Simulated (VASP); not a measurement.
## Ag2O: single point with r2SCAN

Crystal: Ag2O.

```xyz
6
Lattice="4.7561 0.0000 0.0000 0.0000 4.7561 0.0000 0.0000 0.0000 4.7561" Properties=species:S:1:pos:R:3 pbc="T T T"
Ag    1.1890    1.1890    1.1890
Ag    1.1890    3.5671    3.5671
Ag    3.5671    3.5671    1.1890
Ag    3.5671    1.1890    3.5671
O     0.0000    0.0000    0.0000
O     2.3781    2.3781    2.3781
```

```
Program             : VASP 6.6.1
Task                : single point
Functional          : r2SCAN
Potentials or basis : VASP PAW PBE potentials, release 64 (Ag, O)
Cutoff              : 660 eV
k mesh              : 6 × 6 × 6
Occupations         : fermi-dirac, width 0.02 eV
Spin                : no spin polarisation
```

| Quantity | Value |
| --- | --- |
| Pressure | -0.1 GPa |
| Band gap on the k mesh | 0.24 eV |

Levels at points of the mesh, in eV from the valence-band top:
| k point | band 26 | band 27 | band 28 | band 29 | band 30 | band 31 |
| --- | --- | --- | --- | --- | --- | --- |
| (0.00, 0.00, 0.00) | 0.00 | 0.00 | 0.00 | 0.24 | 2.43 | 2.43 |
| (0.50, 0.00, 0.00) | -1.61 | -0.46 | -0.46 | 2.34 | 2.34 | 5.11 |
| (0.50, 0.50, 0.00) | -1.62 | -0.81 | -0.81 | 2.43 | 2.43 | 4.04 |
| (0.50, 0.50, 0.50) | -0.68 | -0.68 | -0.68 | 2.94 | 2.94 | 2.94 |

It took 8.5 min on 1 thread of Intel Xeon 8259CL, on a shared host, peak memory 0.31 GiB.

Caveat: the PAW data sets were made with another functional, which shifts forces and pressure a little. A k mesh can miss the band edges.
